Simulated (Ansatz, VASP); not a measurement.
## Si in VASP and in Ansatz

```
CELL_PARAMETERS angstrom
3.84386 0.00000 0.00000
-1.92193 3.32888 0.00000
0.00000 0.00000 6.31520
ATOMIC_POSITIONS crystal
Si 0.33333 0.66667 0.99956
Si 0.66667 0.33333 0.49956
Si 0.33333 0.66667 0.37444
Si 0.66667 0.33333 0.87444
```

Change from the starting cell: strained cell.

Alike in both runs: functional PBEsol; k mesh 9 × 9 × 6; occupations gaussian, width 0.01 eV; no spin polarisation.

Ansatz relaxed the structure, and its values are those at the end. VASP's run is a single point on that final structure, the one shown.

```csv
,VASP,Ansatz
version,VASP 6.6.1,Ansatz 0.2.0
potentials or method,"VASP PAW PBE potentials, release 64 (Si), cutoff 520 eV","scalar-relativistic, plane waves, PAW"
valence electrons in the cell,16,16
```

Ansatz gave:

| Item | Value |
| --- | --- |
| gap on the k mesh at the Fermi level (eV) | 0.33 |
| least direct gap on the mesh (eV) | 0.88 |
| pressure (GPa) | -0.8 |

Problem. What did VASP give for the same quantities?

Solution. gap on the k mesh at the Fermi level (eV): 0.33; least direct gap on the mesh (eV): 0.88; pressure (GPa): -0.7.

VASP's potentials were made for PBE, not for PBEsol, and Ansatz warns of the same on its side. Ansatz's warnings: stress scf threshold loose.
